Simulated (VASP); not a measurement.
SnTe:

```xyz
2
Lattice="0.0000 3.1509 3.1509 3.1509 0.0000 3.1509 3.1509 3.1509 0.0000" Properties=species:S:1:pos:R:3 pbc="T T T"
Te    3.1509    3.1509    3.1509
Sn    0.0000    0.0000    0.0000
```

```yaml
Program: VASP 6.6.1
Task: relaxation of cell and atoms
Functional: LDA
Potentials_or_basis: VASP PAW LDA potentials, release 64 (Te, Sn_d)
Cutoff: 600 eV
k_mesh: 7 × 7 × 7
Occupations: fermi-dirac, width 0.05 eV
Spin: no spin polarisation
```

At the start: pressure -1.5 GPa; volume 31.28 Å³/atom.

Task: Where does the relaxation end?

Result: Over 3 steps the energy falls by 4.7 meV/atom and the volume is 30.30 Å³/atom (-3.1 %); space group Fm-3m (No. 225, to 0.1 Å) before and after.

Step by step:
```csv
step,energy change (eV),largest force (eV/Å),pressure (GPa),volume (Å³)
1,0.0000,0.0000,-1.52,62.56
2,-0.0082,0.0000,0.58,59.92
3,-0.0094,0.0000,0.00,60.61
```

Final structure:
```xyz
2
Lattice="0.0000 3.1176 3.1176 3.1176 0.0000 3.1176 3.1176 3.1176 0.0000" Properties=species:S:1:pos:R:3 pbc="T T T"
Te    3.1176    3.1176    3.1176
Sn    0.0000    0.0000    0.0000
```
